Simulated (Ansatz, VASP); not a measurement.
## One calculation of As, two programs

Contents of INCAR:

```
SYSTEM = As
PREC     = Accurate       ! precision mode
ENCUT    = 520            ! plane-wave cutoff, eV
EDIFF    = 1E-6           ! SCF threshold, eV
ISMEAR   = 0              ! smearing method
SIGMA    = 0.02           ! smearing width, eV
LREAL    = .FALSE.        ! projectors in reciprocal space
LASPH    = .TRUE.         ! aspherical terms in the spheres
NELM     = 100            ! most SCF steps
ALGO     = Normal         ! electronic algorithm
ISIF     = 2              ! what is computed and relaxed
LWAVE    = .FALSE.        ! write WAVECAR
LCHARG   = .FALSE.        ! write CHGCAR
LDIPOL   = .TRUE.       
IDIPOL   = 3            
DIPOL    = 0.5 0.5 0.500
GGA      = PE             ! functional
NBANDS   = 12             ! bands
```

File KPOINTS:

```
regular mesh
0
G
  9 9 1
  0 0 0
```

The input POSCAR:

```
As
1.0
    3.5550000000      0.0000000000      0.0000000000
   -1.7775000000      3.0787203105      0.0000000000
    0.0000000000      0.0000000000     28.0000000000
As
2
Direct
    0.3333333333      0.6666666667      0.5319285714
    0.6666666667      0.3333333333      0.4680714286
```

Input for Ansatz:

```yaml
crystal:
  lattice:
    - [3.555, 0.0, 0.0]
    - [-1.7775, 3.0787203105, 0.0]
    - [0.0, 0.0, 28.0]
  atoms:
    - { symbol: As, position: [0.3333333333, 0.6666666667, 0.5319285714] }
    - { symbol: As, position: [0.6666666667, 0.3333333333, 0.4680714286] }
  periodic: [true, true, false]
basis:
  ecutwfc: 420
kpoints:
  mp_grid: { grid: [9, 9, 1] }
hamiltonian:
  xc: pbe
scf:
  occupations: { method: gaussian, width: 0.02 }
output:
  forces: true
  stress: true
  eigenvalues: true
```

Alike in both runs: task single point; functional PBE; k mesh 9 × 9 × 1; occupations gaussian, width 0.02 eV; no spin polarisation.

|  | VASP | Ansatz |
| --- | --- | --- |
| version | VASP 6.6.1 | Ansatz 0.2.0 |
| potentials or method | VASP PAW PBE potentials, release 64 (As), cutoff 520 eV | scalar-relativistic, plane waves, PAW |
| valence electrons in the cell | 10 | 30 |

```tsv
	VASP	Ansatz	Ansatz less VASP
gap on the k mesh at the Fermi level (eV)	none	none	-
rms of the force components (eV/Å)	1.944	1.952	+0.0087
```

Atom by atom the forces differ by 0.009 eV/Å (rms over components). A gap of «none» marks a metal or a gap that the smearing closes. The functional is the same, so the differences come from potentials, cutoffs and numerics. VASP's potentials hold 10 valence electrons a cell and Ansatz's 30, so a difference there can come from the potentials and not from the codes.
